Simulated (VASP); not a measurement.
A run of VASP 6.6.1 is set up as follows.

The input INCAR:

```
SYSTEM = Si3Bi
PREC     = Accurate       ! precision mode
ENCUT    = 520            ! plane-wave cutoff, eV
EDIFF    = 1E-6           ! SCF threshold, eV
ISMEAR   = 0              ! smearing method
SIGMA    = 0.1            ! smearing width, eV
LREAL    = .FALSE.        ! projectors in reciprocal space
LASPH    = .TRUE.         ! aspherical terms in the spheres
NELM     = 80             ! most SCF steps
ALGO     = Normal         ! electronic algorithm
ISIF     = 2              ! what is computed and relaxed
LWAVE    = .FALSE.        ! write WAVECAR
LCHARG   = .FALSE.        ! write CHGCAR
GGA      = PE             ! functional
NBANDS   = 22             ! bands
```

Contents of KPOINTS:

```
regular mesh
0
G
  6 6 6
  0 0 0
```

POSCAR

```
Si3Bi
1.0
    5.0436579427      0.0000000000      0.0000000000
   -2.5218289713      4.3679359063      0.0000000000
    0.0000000000      0.0000000000      3.8961563021
Si Bi
3 1
Direct
    0.5000000000      0.0000000000      0.0000000000
    0.0000000000      0.5000000000      0.0000000000
    0.5000000000      0.5000000000      0.0000000000
    0.0000000000      0.0000000000      0.5000000000
```

Potentials or basis: VASP PAW PBE potentials, release 64 (Si, Bi_d).

Run with:

```sh
$ cat potpaw_PBE.64/Si/POTCAR potpaw_PBE.64/Bi_d/POTCAR > POTCAR
$ mpirun -np 1 vasp_std > vasp.out
```

(1) What does it give for the pressure?

## Answers

(1) -0.1 GPa.
